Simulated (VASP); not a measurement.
# CsRb2MoF6 (Fm-3m) in VASP: single point with PBEsol

Aim: the single point of CsRb2MoF6 with PBEsol.

All numbers are computed with VASP 6.6.1; they aren't measurements. Logs are shortened: lines on timing, memory, paths and dates and some standing lists are left out, and cuts for length are marked.

## Step 1: The cell of the first run

Symmetry: Fm-3m, No. 225, cubic system. Conventional cell: a = 9.734 Å, b = 9.734 Å, c = 9.734 Å, α = 90.00°, β = 90.00°, γ = 90.00°. Cs (site symmetry m-3m) has 6 F at 2.79 Å within 3.7 Å. Within 4.5 Å of Rb (site symmetry -43m) lie 12 F at 3.46 Å and 4 Cs at 4.21 Å and 4 Mo at 4.21 Å. Within 2.7 Å of Mo (site symmetry m-3m) lie 6 F at 2.08 Å. F (site symmetry 4mm) has 1 Mo at 2.08 Å and 1 Cs at 2.79 Å within 2.8 Å.

## Step 2: Single point, PBEsol, collinear spin

INCAR reads:

```
SYSTEM = CsRb2MoF6
PREC = Accurate
ENCUT = 520
EDIFF = 1E-6
ISMEAR = 0
SIGMA = 0.1
LREAL = .False.
LASPH = .True.
NELM = 150
ALGO = Normal
ISIF = 2
LWAVE = .False.
LCHARG = .False.
ISPIN = 2
MAGMOM = 0 0 0 1 0 0 0 0 0 0
LORBIT = 11
LMAXMIX = 4
GGA = PS
NBANDS = 56
```

KPOINTS reads:

```
regular mesh
0
Gamma
  4 4 4
  0 0 0
```

POSCAR reads:

```
CsRb2MoF6
1.0
    0.0000000000      4.8668929232      4.8668929232
    4.8668929232      0.0000000000      4.8668929232
    4.8668929232      4.8668929232      0.0000000000
Cs Rb Mo F
1 2 1 6
Direct
    0.5000000000      0.5000000000      0.5000000000
    0.2500000000      0.2500000000      0.2500000000
    0.7500000000      0.7500000000      0.7500000000
    0.0000000000      0.0000000000      0.0000000000
    0.2133480000      0.2133480000      0.7866520000
    0.2133480000      0.7866520000      0.7866520000
    0.7866520000      0.7866520000      0.2133480000
    0.2133480000      0.7866520000      0.2133480000
    0.7866520000      0.2133480000      0.7866520000
    0.7866520000      0.2133480000      0.2133480000
```

Potentials or basis: VASP PAW PBE potentials, release 64 (Cs_sv, Rb_sv, Mo_sv, F).

The run is started by

```
$ cat potpaw_PBE.64/Cs_sv/POTCAR potpaw_PBE.64/Rb_sv/POTCAR potpaw_PBE.64/Mo_sv/POTCAR potpaw_PBE.64/F/POTCAR > POTCAR
$ mpirun -np 1 vasp_std > vasp.out
```

OUTCAR:

```text
SYSTEM = CsRb2MoF6
   PREC = Accurate
   ENCUT = 520
   EDIFF = 1E-6
   ISMEAR = 0
   LREAL = .False.
   LASPH = .True.
   NELM = 150
   ISIF = 2
   ISPIN = 2
   LORBIT = 11
   GGA = PS

 ion  position               nearest neighbor table
   1  0.500  0.500  0.500-   2 4.21   2 4.21   2 4.21   2 4.21   3 4.21   3 4.21   3 4.21   3 4.21

   2  0.250  0.250  0.250-   9 3.46  10 3.46   6 3.46   8 3.46   6 3.46   9 3.46   8 3.46  10 3.46
                             7 3.46   5 3.46   5 3.46   7 3.46   1 4.21   4 4.21   4 4.21   4 4.21
   3  0.750  0.750  0.750-   6 3.46   9 3.46   8 3.46  10 3.46   9 3.46  10 3.46   6 3.46   8 3.46
                             7 3.46   5 3.46   5 3.46   7 3.46   4 4.21   1 4.21   1 4.21   4 4.21
   4  0.000  0.000  0.000-   5 2.08   6 2.08   7 2.08   8 2.08   9 2.08  10 2.08   3 4.21   3 4.21
                             2 4.21   3 4.21   3 4.21   2 4.21   2 4.21   2 4.21
   5  0.213  0.213  0.787-   4 2.08   3 3.46   2 3.46   3 3.46   2 3.46
   6  0.213  0.787  0.787-   4 2.08   3 3.46   3 3.46   2 3.46   2 3.46
   7  0.787  0.787  0.213-   4 2.08   3 3.46   3 3.46   2 3.46   2 3.46
   8  0.213  0.787  0.213-   4 2.08   3 3.46   2 3.46   3 3.46   2 3.46
   9  0.787  0.213  0.787-   4 2.08   3 3.46   3 3.46   2 3.46   2 3.46
  10  0.787  0.213  0.213-   4 2.08   3 3.46   2 3.46   3 3.46   2 3.46

  LATTYP: Found a face centered cubic cell.
 ALAT       =     9.7337858464

  Lattice vectors:

 A1 = (   0.0000000000,   4.8668929232,   4.8668929232)
 A2 = (   4.8668929232,   0.0000000000,   4.8668929232)
 A3 = (   4.8668929232,   4.8668929232,   0.0000000000)

Analysis of symmetry for initial positions (statically):
=====================================================================
 Subroutine PRICEL returns:
 Original cell was already a primitive cell.

 Routine SETGRP: Setting up the symmetry group for a
 face centered cubic supercell.

 Subroutine GETGRP returns: Found 48 space group operations
 (whereof 48 operations were pure point group operations)
 out of a pool of 48 trial point group operations.

The static configuration has the point symmetry O_h .

Analysis of symmetry for dynamics (positions and initial velocities):
=====================================================================
 Subroutine PRICEL returns:
 Original cell was already a primitive cell.

 Routine SETGRP: Setting up the symmetry group for a
 face centered cubic supercell.

 Subroutine GETGRP returns: Found 48 space group operations
 (whereof 48 operations were pure point group operations)
 out of a pool of 48 trial point group operations.

The dynamic configuration has the point symmetry O_h .

Analysis of structural, dynamic, and magnetic symmetry:
=====================================================================
 Subroutine PRICEL returns:
 Original cell was already a primitive cell.

 Routine SETGRP: Setting up the symmetry group for a
 face centered cubic supercell.

 Subroutine GETGRP returns: Found 48 space group operations
 (whereof 48 operations were pure point group operations)
 out of a pool of 48 trial point group operations.

The overall configuration has the point symmetry O_h .

 Subroutine INISYM returns: Found 48 space group operations
 (whereof 48 operations are pure point group operations),
 and found     1 'primitive' translations

----------------------------------------------------------------------------------------

                                     Primitive cell

  volume of cell :     230.5607

  direct lattice vectors                    reciprocal lattice vectors
     0.000000000  4.866892923  4.866892923    -0.102734950  0.102734950  0.102734950
     4.866892923  0.000000000  4.866892923     0.102734950 -0.102734950  0.102734950
     4.866892923  4.866892923  0.000000000     0.102734950  0.102734950 -0.102734950

  length of vectors
     6.882825979  6.882825979  6.882825979     0.177942153  0.177942153  0.177942153

  position of ions in fractional coordinates (direct lattice)
     0.500000000  0.500000000  0.500000000
     0.250000000  0.250000000  0.250000000
     0.750000000  0.750000000  0.750000000
     0.000000000  0.000000000  0.000000000
     0.213348000  0.213348000  0.786652000
     0.213348000  0.786652000  0.786652000
     0.786652000  0.786652000  0.213348000
     0.213348000  0.786652000  0.213348000
[... 65 lines left out ...]
   LNONCOLLINEAR =      F non collinear calculations
   LSORBIT =      F    spin-orbit coupling
   LASPH  =      T    aspherical Exc in radial PAW
   ENCUT  =  520.0 eV  38.22 Ry    6.18 a.u.  12.80 12.80 12.80*2*pi/ulx,y,z
   NELM   =    150;   NELMIN=  2; NELMDL= -5     # of ELM steps
   EDIFF  = 0.1E-05   stopping-criterion for ELM
   LREAL  =      F    real-space projection
   EDIFFG = 0.1E-04   stopping-criterion for IOM
   NSW    =      0    number of steps for IOM
   IBRION =     -1    ionic relax: 0-MD 1-quasi-New 2-CG
   NFREE  =      0    steps in history (QN), initial steepest desc. (CG)
   ISIF   =      2    stress and relaxation
   ISYM   =      2    0-nonsym 1-usesym 2-fastsym
   POTIM  = 0.5000    time-step for ionic-motion
   TEBEG  =    0.0;   TEEND  =   0.0 temperature during run
   PSTRESS=    0.0 pullay stress
   NELECT =      83.0000    total number of electrons
   NUPDOWN=      -1.0000    fix difference up-down
   EMIN   =  10.00;   EMAX   =-10.00  energy-range for DOS
   EFERMI =   0.00;   METHOD = LEGACY
   ISMEAR =     0;   SIGMA  =   0.10  broadening in eV -4-tet -1-fermi 0-gaus
   EFERMI_NEDOS =   21; number of points for ismear=-14 and -15
   IALGO  =     38    algorithm
   IMIX   =      4    mixing-type and parameters
     AMIX     =   0.40;   BMIX     =  1.00
     AMIX_MAG =   1.60;   BMIX_MAG =  1.00
  volume/ion in A,a.u.               =      23.06       155.59
  Fermi-wavevector in a.u.,A,eV,Ry     =   1.164588  2.200753 18.453116  1.356266
  Thomas-Fermi vector in A             =   2.301124
   LORBIT       =     11    0 simple, 1 ext, 2 COOP (PROOUT), +10 PAW based schemes
   GGA     = PS    functional components
   LHFCALC =     F    Hartree Fock is set to
   AEXX    =    0.0000 exact exchange contribution
   IVDW    =     0    specifies the selected vdW correction
   LEPSILON=     F    determine dielectric tensor
   LRPA    =     F    only Hartree local field effects (RPA)
 spin polarized calculation
 Gauss-broadening in eV      SIGMA  =   0.10
  energy-cutoff  :      520.00
  volume of cell :      230.56
 maximum number of plane-waves:      6230
 NGX is ok and might be reduce to    54
   NGX = 25   NGY = 25   NGZ = 25

 number of electron      82.9999943 magnetization       3.0000494

 Free energy of the ion-electron system (eV)
  ---------------------------------------------------
  ext. energy  EPLUGINS =         0.00000000
  ---------------------------------------------------
  free energy    TOTEN  =       -51.66579671 eV

  energy without entropy =      -51.66579671  energy(sigma->0) =      -51.66579671

 E-fermi :   2.4822     XC(G=0):  -8.1029

 val. band max:        1.9540946145   @ k =   0.5000   0.5000   0.0000
 cond. band min:       3.0196672835   @ k =   0.0000   0.0000   0.0000
 fundamental gap:      1.0655726690
 Fermi energy:         2.4822068912

 spin component 1

 k-point     1 :       0.0000    0.0000    0.0000
  band No.  band energies     occupation
      1     -60.0496      1.00000
      2     -34.3109      1.00000
      3     -34.3109      1.00000
      4     -34.3109      1.00000
      5     -26.2749      1.00000
      6     -26.2669      1.00000
[... 437 lines left out ...]
     52       6.5315      0.00000
     53       7.3135      0.00000
 Fermi energy:         2.4822068912

 spin component 2

 k-point     1 :       0.0000    0.0000    0.0000
  band No.  band energies     occupation
      1     -58.3537      1.00000
      2     -32.4825      1.00000
      3     -32.4825      1.00000
      4     -32.4825      1.00000
      5     -26.2744      1.00000
      6     -26.2665      1.00000
[... 437 lines left out ...]
     52       6.6856      0.00000
     53       7.3322      0.00000
 [bands above 53 left out]

------------------------ aborting loop because EDIFF is reached ----------------------------------------

  FORCE on cell =-STRESS in cart. coord.  units (eV):
  Direction    XX          YY          ZZ          XY          YZ          ZX
  --------------------------------------------------------------------------------------
  -------------------------------------------------------------------------------------
  Total       -3.4153984     -3.4153984     -3.4153984     -0.0000000      0.0000000     -0.0000000
  in kB      -23.7337620    -23.7337620    -23.7337620     -0.0000000      0.0000000     -0.0000000
  external PRESSURE =     -23.7337620 kB  Pullay stress =       0.0000000 kB

 VOLUME and BASIS-vectors are now :
 -----------------------------------------------------------------------------
  energy-cutoff  :      520.00
  volume of cell :      230.56
      direct lattice vectors                 reciprocal lattice vectors
     0.000000000  4.866892923  4.866892923    -0.102734950  0.102734950  0.102734950
     4.866892923  0.000000000  4.866892923     0.102734950 -0.102734950  0.102734950
     4.866892923  4.866892923  0.000000000     0.102734950  0.102734950 -0.102734950

 POSITION                                       TOTAL-FORCE (eV/Angst)
 -----------------------------------------------------------------------------------
      4.86689      4.86689      4.86689         0.000000      0.000000      0.000000
      2.43345      2.43345      2.43345         0.000000      0.000000      0.000000
      7.30034      7.30034      7.30034        -0.000000     -0.000000      0.000000
      0.00000      0.00000      0.00000         0.000000      0.000000      0.000000
      4.86689      4.86689      2.07668         0.000000      0.000000     -0.336783
      7.65710      4.86689      4.86689         0.336783      0.000000      0.000000
      4.86689      4.86689      7.65710         0.000000      0.000000      0.336783
      4.86689      2.07668      4.86689         0.000000     -0.336783      0.000000
      4.86689      7.65710      4.86689         0.000000      0.336783      0.000000
      2.07668      4.86689      4.86689        -0.336783      0.000000      0.000000
 -----------------------------------------------------------------------------------
    total drift:                                0.000000      0.000000      0.000000

  FREE ENERGIE OF THE ION-ELECTRON SYSTEM (eV)
  ---------------------------------------------------
  free  energy   TOTEN  =       -51.6657967059 eV

  energy  without entropy=      -51.6657967059  energy(sigma->0) =      -51.66579671

 total charge

# of ion       s       p       d       tot
------------------------------------------
    1        1.847   4.710   0.049   6.606
    2        1.929   5.356   0.007   7.292
    3        1.929   5.356   0.007   7.292
    4        2.208   6.145   3.721  12.074
    5        1.732   4.331   0.000   6.063
    6        1.732   4.331   0.000   6.063
    7        1.732   4.331   0.000   6.063
    8        1.732   4.331   0.000   6.063
    9        1.732   4.331   0.000   6.063
   10        1.732   4.331   0.000   6.063
--------------------------------------------------
tot         18.304  47.552   3.784  69.639

 magnetization (x)

# of ion       s       p       d       tot
------------------------------------------
    1       -0.000  -0.002   0.002  -0.001
    2        0.000  -0.000   0.000   0.000
    3        0.000  -0.000   0.000   0.000
    4        0.018   0.018   2.496   2.532
    5       -0.000   0.031   0.000   0.031
    6       -0.000   0.031   0.000   0.031
    7       -0.000   0.031   0.000   0.031
    8       -0.000   0.031   0.000   0.031
    9       -0.000   0.031   0.000   0.031
   10       -0.000   0.031   0.000   0.031
--------------------------------------------------
tot          0.017   0.204   2.498   2.719
```

Wall time 5.3 min (1 thread of Intel Xeon Platinum 8259CL at 2.50GHz (Skylake/Cascade Lake), shared host); peak memory 0.6 GiB.

What came out:

```
Free energy                                           : -51.6658 eV
Pressure                                              : -2.4 GPa
Largest force                                         : 0.337 eV/Å
Band gap on the k mesh                                : 1.07 eV (least direct gap 1.17 eV)
Net moment                                            : 3.00 μB per cell
Site moments                                          : Cs -0.00; Rb +0.00; Mo +2.53; F +0.03 μB
Valence electrons inside the program's atomic spheres : Cs 6.61; Rb 7.29; Mo 12.07; F 6.06
```

Forces in eV/Å, atoms in the order of the input:
```
Cs   0.000  0.000  0.000
Rb   0.000  0.000  0.000
Rb   0.000  0.000  0.000
Mo   0.000  0.000  0.000
F    0.000  0.000 -0.337
F    0.337  0.000  0.000
F    0.000  0.000  0.337
F    0.000 -0.337  0.000
F    0.000  0.337  0.000
F   -0.337  0.000  0.000
```

Caveat: the PAW data sets were made with another functional, which shifts forces and pressure a little; spin-orbit coupling is left out, which moves the levels of the heavy elements. A k mesh can miss the band edges.
